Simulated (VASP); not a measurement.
# CdTe (F-43m) in VASP: elastic constants with PBE

Aim: the elastic constants of CdTe with PBE.

All numbers are computed with VASP 6.6.1; they aren't measurements. Logs are shortened: lines on timing, memory, paths and dates and some standing lists are left out, and cuts for length are marked.

**1. The cell of the first run**

The structure is cubic, space group F-43m (No. 216). The conventional cell has a = 6.462 Å, b = 6.462 Å, c = 6.462 Å, α = 90.00°, β = 90.00°, γ = 90.00°. Within 3.7 Å of Cd (site symmetry -43m) lie 4 Te at 2.80 Å. Te (site symmetry -43m) has 4 Cd at 2.80 Å within 3.7 Å.

**2. Elastic constants, PBE**

Contents of INCAR:

```
SYSTEM = CdTe
ALGO = Normal ; EDIFF = 1E-8
ENCUT = 600 ; GGA = PE
IBRION = 6 ; ISIF = 3
ISMEAR = 0 ; LASPH = .True.
LCHARG = .False. ; LREAL = .False.
LWAVE = .False. ; NELM = 80
NFREE = 2 ; NSW = 1
POTIM = 0.015 ; PREC = Accurate
SIGMA = 0.01
```

Contents of KPOINTS:

```
k-points
0
Gamma
  10 10 10
  0 0 0
```

Contents of POSCAR:

```
CdTe
1.0
    0.0000000000      3.2310218521      3.2310218521
    3.2310218521      0.0000000000      3.2310218521
    3.2310218521      3.2310218521      0.0000000000
Cd Te
1 1
Direct
    0.0000000000      0.0000000000      0.0000000000
    0.7500000000      0.7500000000      0.7500000000
```

Potentials or basis: VASP PAW PBE potentials, release 64 (Cd, Te).

Launch:

```
cat potpaw_PBE.64/Cd/POTCAR potpaw_PBE.64/Te/POTCAR > POTCAR
mpirun -np 1 vasp_std > vasp.out
```

OUTCAR:

```text
SYSTEM = CdTe
   EDIFF = 1E-8
   ENCUT = 600
   GGA = PE
   IBRION = 6
   ISIF = 3
   ISMEAR = 0
   LASPH = .True.
   LREAL = .False.
   NELM = 80
   NFREE = 2
   NSW = 1
   POTIM = 0.015
   PREC = Accurate

 ion  position               nearest neighbor table
   1  0.000  0.000  0.000-   2 2.80   2 2.80   2 2.80   2 2.80
   2  0.750  0.750  0.750-   1 2.80   1 2.80   1 2.80   1 2.80

  LATTYP: Found a face centered cubic cell.
 ALAT       =     6.4620437042

  Lattice vectors:

 A1 = (   0.0000000000,   3.2310218521,   3.2310218521)
 A2 = (   3.2310218521,   0.0000000000,   3.2310218521)
 A3 = (   3.2310218521,   3.2310218521,   0.0000000000)

Analysis of symmetry for initial positions (statically):
=====================================================================
 Subroutine PRICEL returns:
 Original cell was already a primitive cell.

 Routine SETGRP: Setting up the symmetry group for a
 face centered cubic supercell.

 Subroutine GETGRP returns: Found 24 space group operations
 (whereof 24 operations were pure point group operations)
 out of a pool of 48 trial point group operations.

The static configuration has the point symmetry T_d .

Analysis of symmetry for dynamics (positions and initial velocities):
=====================================================================
 Subroutine PRICEL returns:
 Original cell was already a primitive cell.

 Routine SETGRP: Setting up the symmetry group for a
 face centered cubic supercell.

 Subroutine GETGRP returns: Found 24 space group operations
 (whereof 24 operations were pure point group operations)
 out of a pool of 48 trial point group operations.

The dynamic configuration has the point symmetry T_d .

 Subroutine INISYM returns: Found 24 space group operations
 (whereof 24 operations are pure point group operations),
 and found     1 'primitive' translations

----------------------------------------------------------------------------------------

                                     Primitive cell

  volume of cell :      67.4605

  direct lattice vectors                    reciprocal lattice vectors
     0.000000000  3.231021852  3.231021852    -0.154749805  0.154749805  0.154749805
     3.231021852  0.000000000  3.231021852     0.154749805 -0.154749805  0.154749805
     3.231021852  3.231021852  0.000000000     0.154749805  0.154749805 -0.154749805

  length of vectors
     4.569354924  4.569354924  4.569354924     0.268034524  0.268034524  0.268034524

  position of ions in fractional coordinates (direct lattice)
     0.000000000  0.000000000  0.000000000
     0.750000000  0.750000000  0.750000000

  ion indices of the primitive-cell ions
   primitive index   ion index
                 1           1
                 2           2

----------------------------------------------------------------------------------------

 KPOINTS: k-points

Automatic generation of k-mesh.
 Grid dimensions read from file:
 generate k-points for:   10   10   10

 Generating k-lattice:

  Cartesian coordinates                     Fractional coordinates (reciprocal lattice)
    -0.015474980  0.015474980  0.015474980     0.100000000  0.000000000  0.000000000
     0.015474980 -0.015474980  0.015474980     0.000000000  0.100000000  0.000000000
     0.015474980  0.015474980 -0.015474980     0.000000000  0.000000000  0.100000000

  Length of vectors
     0.026803452  0.026803452  0.026803452

  Shift w.r.t. Gamma in fractional coordinates (k-lattice)
     0.000000000  0.000000000  0.000000000

 Subroutine IBZKPT returns following result:
 ===========================================

 Found     47 irreducible k-points:

 Following reciprocal coordinates:
            Coordinates               Weight
  0.000000  0.000000  0.000000      1.000000
  0.100000  0.000000  0.000000      8.000000
  0.200000  0.000000  0.000000      8.000000
  0.300000  0.000000  0.000000      8.000000
[... 59 lines left out ...]
     AMIX_MAG =   1.60;   BMIX_MAG =  1.00
  volume/ion in A,a.u.               =      33.73       227.62
  Fermi-wavevector in a.u.,A,eV,Ry     =   1.053940  1.991657 15.113201  1.110789
  Thomas-Fermi vector in A             =   2.189081
   LORBIT       =      0    0 simple, 1 ext, 2 COOP (PROOUT), +10 PAW based schemes
   GGA     = PE    functional components
   LHFCALC =     F    Hartree Fock is set to
   AEXX    =    0.0000 exact exchange contribution
   IVDW    =     0    specifies the selected vdW correction
   LEPSILON=     F    determine dielectric tensor
   LRPA    =     F    only Hartree local field effects (RPA)
 finite differences with symmetry
 non-spin polarized calculation
 Gauss-broadening in eV      SIGMA  =   0.01
  energy-cutoff  :      600.00
  volume of cell :       67.46
 maximum number of plane-waves:      2272
 NGX is ok and might be reduce to    40
   NGX = 19   NGY = 19   NGZ = 19

--------------------------------------- Ionic step        1  -------------------------------------------

 number of electron      17.9999999 magnetization

 Free energy of the ion-electron system (eV)
  ---------------------------------------------------
  ext. energy  EPLUGINS =         0.00000000
  ---------------------------------------------------
  free energy    TOTEN  =        -4.76503985 eV

  energy without entropy =       -4.76503985  energy(sigma->0) =       -4.76503985

------------------------ aborting loop because EDIFF is reached ----------------------------------------

  FORCE on cell =-STRESS in cart. coord.  units (eV):
  Direction    XX          YY          ZZ          XY          YZ          ZX
  --------------------------------------------------------------------------------------
  -------------------------------------------------------------------------------------
  Total        1.3010384      1.3010384      1.3010384     -0.0000000     -0.0000000      0.0000000
  in kB       30.8994697     30.8994697     30.8994697     -0.0000000     -0.0000000      0.0000000
  external PRESSURE =      30.8994697 kB  Pullay stress =       0.0000000 kB
[... 89 lines left out ...]
  FREE ENERGIE OF THE ION-ELECTRON SYSTEM (eV)
  ---------------------------------------------------
  free  energy   TOTEN  =        -4.7427293280 eV

  energy  without entropy=       -4.7427293280  energy(sigma->0) =       -4.74272933

[... ionic steps 4 to 14 ...]

--------------------------------------- Ionic step       15  -------------------------------------------

 number of electron      18.0000000 magnetization

------------------------ aborting loop because EDIFF is reached ----------------------------------------
[... 67 lines left out ...]
--------------------------------------- Ionic step       17  -------------------------------------------

 number of electron      17.9999999 magnetization

 Free energy of the ion-electron system (eV)
  ---------------------------------------------------
  ext. energy  EPLUGINS =         0.00000000
  ---------------------------------------------------
  free energy    TOTEN  =        -4.76449002 eV

  energy without entropy =       -4.76449002  energy(sigma->0) =       -4.76449002

 E-fermi :   2.5296     XC(G=0):  -8.6237

 val. band max:        2.4381653277   @ k =   0.0000   0.0000   0.0000
 cond. band min:       3.2256107832   @ k =   0.0000   0.0000   0.0000
 fundamental gap:      0.7874454555
 Fermi energy:         2.5296085252

 k-point     1 :       0.0000    0.0000    0.0000
  band No.  band energies     occupation
      1      -8.7976      2.00000
      2      -5.8973      2.00000
      3      -5.8904      2.00000
      4      -5.8838      2.00000
      5      -5.6234      2.00000
      6      -5.6233      2.00000
      7       2.4145      2.00000
      8       2.4268      2.00000
      9       2.4382      2.00000
     10       3.2256      0.00000
     11       7.0134      0.00000
     12       7.0231      0.00000
     13       7.0338      0.00000
[... 354 lines left out ...]
  band No.  band energies     occupation
      1      -8.3694      2.00000
      2      -5.7753      2.00000
      3      -5.7648      2.00000
      4      -5.7040      2.00000
      5      -5.5996      2.00000
      6      -5.3592      2.00000
      7      -1.2722      2.00000
      8       0.6930      2.00000
      9       0.8831      2.00000
     10       5.2760      0.00000
     11       5.7707      0.00000
     12       9.1783      0.00000
     13       9.8879      0.00000

 [... further k-points ...]

------------------------ aborting loop because EDIFF is reached ----------------------------------------

  FORCE on cell =-STRESS in cart. coord.  units (eV):
  Direction    XX          YY          ZZ          XY          YZ          ZX
  --------------------------------------------------------------------------------------
  -------------------------------------------------------------------------------------
  Total        1.3013649      1.3031818      1.3031818      0.0000000     -0.1058213      0.0000000
  in kB       30.9072239     30.9503741     30.9503741      0.0000000     -2.5132397      0.0000000
  external PRESSURE =      30.9359907 kB  Pullay stress =       0.0000000 kB
[... 17 lines left out ...]
  FREE ENERGIE OF THE ION-ELECTRON SYSTEM (eV)
  ---------------------------------------------------
  free  energy   TOTEN  =        -4.7644900173 eV

  energy  without entropy=       -4.7644900173  energy(sigma->0) =       -4.76449002

 INTERNAL STRAIN TENSORS FROM STRAINED CELLS
 ============================================

 INTERNAL STRAIN TENSOR FOR ION    1 for displacements in x,y,z  (eV/Angst):
          X           Y           Z          XY          YZ          ZX
  --------------------------------------------------------------------------------
  x    -0.00000     0.00000    -0.00000     0.00000    -7.06348     0.00000
  y    -0.00000    -0.00000    -0.00000     0.00000     0.00000    -7.06348
  z    -0.00000     0.00000     0.00000    -7.06364    -0.00000     0.00000

 INTERNAL STRAIN TENSORS FROM DISPLACED ATOMS
 ============================================

 INTERNAL STRAIN TENSOR FOR ION    1 for displacements in x,y,z  (eV/Angst):
          X           Y           Z          XY          YZ          ZX
  --------------------------------------------------------------------------------
  x    -0.00000    -0.00000    -0.00000     0.00000    -7.05178     0.00000
  y     0.00000     0.00000     0.00000     0.00000     0.00000    -7.05178
  z    -0.00000    -0.00000    -0.00000    -7.05178     0.00000     0.00000

 INTERNAL STRAIN TENSOR FOR ION    2 for displacements in x,y,z  (eV/Angst):
          X           Y           Z          XY          YZ          ZX
  --------------------------------------------------------------------------------
  x     0.00000     0.00000     0.00000     0.00000     7.07356     0.00000
  y    -0.00000    -0.00000    -0.00000     0.00000     0.00000     7.07356
  z     0.00000     0.00000     0.00000     7.07356     0.00000     0.00000

 Eigenvectors and eigenvalues of the dynamical matrix
 ----------------------------------------------------

   1 f  =    4.469038 THz    28.079796 2PiTHz  149.071074 cm-1    18.482449 meV
             X         Y         Z           dx          dy          dz
      0.000000  0.000000  0.000000     0.000000    0.729066    0.000000
      4.846533  4.846533  4.846533     0.000000   -0.684443    0.000000
[... 21 lines left out ...]
   6 f/i=    0.000468 THz     0.002939 2PiTHz    0.015601 cm-1     0.001934 meV
             X         Y         Z           dx          dy          dz
      0.000000  0.000000  0.000000    -0.523330    0.427920    0.107109
      4.846533  4.846533  4.846533    -0.557449    0.455819    0.114092

--------------------------------------------------------------------------------------------------------

 ELASTIC MODULI CONTR FROM IONIC RELAXATION (kBar)
 Direction    XX          YY          ZZ          XY          YZ          ZX
 --------------------------------------------------------------------------------
 XX          -0.0000     -0.0000     -0.0000     -0.0000     -0.0000      0.0000
 YY          -0.0000     -0.0000     -0.0000     -0.0000     -0.0000      0.0000
 ZZ          -0.0000     -0.0000     -0.0000     -0.0000     -0.0000      0.0000
 XY          -0.0000     -0.0000     -0.0000   -242.5705      0.0000      0.0000
 YZ          -0.0000     -0.0000     -0.0000      0.0000   -242.5705      0.0000
 ZX           0.0000      0.0000      0.0000      0.0000      0.0000   -242.5705
 --------------------------------------------------------------------------------

 TOTAL ELASTIC MODULI (kBar)
 Direction    XX          YY          ZZ          XY          YZ          ZX
 --------------------------------------------------------------------------------
 XX         555.1641    415.3707    415.3707     -0.0000     -0.0000      0.0000
 YY         415.3707    555.1641    415.3707     -0.0000     -0.0000     -0.0000
 ZZ         415.3707    415.3707    555.1641     -0.0000      0.0000      0.0000
 XY          -0.0000     -0.0000     -0.0000    177.3270      0.0000      0.0000
 YZ          -0.0000     -0.0000      0.0000      0.0000    177.3270      0.0000
 ZX           0.0000     -0.0000      0.0000      0.0000      0.0000    177.3270
 --------------------------------------------------------------------------------
```

Run time: 26 min. Hardware: 1 thread of AMD EPYC 9R45 (Zen 5), shared host; peak memory 0.62 GiB.

What came out:

```yaml
Elastic_constants_C11_C12_C44: 56, 42, 18 GPa
Voigt_bulk_modulus: 46 GPa
Highest_phonon_frequency_at_Γ_LO-TO_splitting_left_out: 149 cm⁻¹
```

Phonon frequencies in cm⁻¹ (negative: imaginary):
| q point | frequencies |
| --- | --- |
| (0.000, 0.000, 0.000) | 0 0 0 149 149 149 |

Elastic tensor in Voigt notation (GPa, in the Cartesian axes of the cell as first typed):
```
56 42 42  0  0  0
42 56 42  0  0  0
42 42 56  0  0  0
 0  0  0 18  0  0
 0  0  0  0 18  0
 0  0  0  0  0 18
```

Clamped-ion elastic tensor (GPa):
```
56 42 42  0  0  0
42 56 42  0  0  0
42 42 56  0  0  0
 0  0  0 42  0  0
 0  0  0  0 42  0
 0  0  0  0  0 42
```

Caveat: the cell is under stress, which shifts elastic constants; spin-orbit coupling is left out, which moves the levels of the heavy elements.
